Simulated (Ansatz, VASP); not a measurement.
Pt: VASP beside Ansatz

```
Pt
1.0
     2.75431    0.00000    0.00000
     0.00000    2.75431    0.00000
     0.00000    0.00000   23.79040
Pt
5
Direct
  0.00000 0.00000 0.33893
  0.50000 0.50000 0.41853
  0.00000 0.00000 0.50000
  0.50000 0.50000 0.58147
  0.00000 0.00000 0.66107
```

Alike in both runs: task single point; functional LDA; k mesh 13 × 13 × 1; occupations fermi-dirac, width 0.1 eV; no spin polarisation.

|  | VASP | Ansatz |
| --- | --- | --- |
| version | VASP 6.6.1 | Ansatz 0.2.0 |
| potentials or method | VASP PAW LDA potentials, release 64 (Pt) | PAW with Ansatz's default frozen-core files, scalar-relativistic |
| plane-wave cutoff (eV) | 520 | 420 |
| valence electrons in the cell | 50 | 90 |

|  | VASP | Ansatz | Ansatz less VASP |
| --- | --- | --- | --- |
| rms of the force components (eV/Å) | 0.016 | 0.001 | -0.0153 |

LDA's correlation is that of Perdew and Zunger in VASP and of Perdew and Wang (1992) in Ansatz. Atom by atom the forces differ by 0.017 eV/Å (rms over components). VASP's potentials hold 50 valence electrons a cell and Ansatz's 90, so a difference there can come from the potentials and not from the codes.

Neither program's run includes spin-orbit coupling.
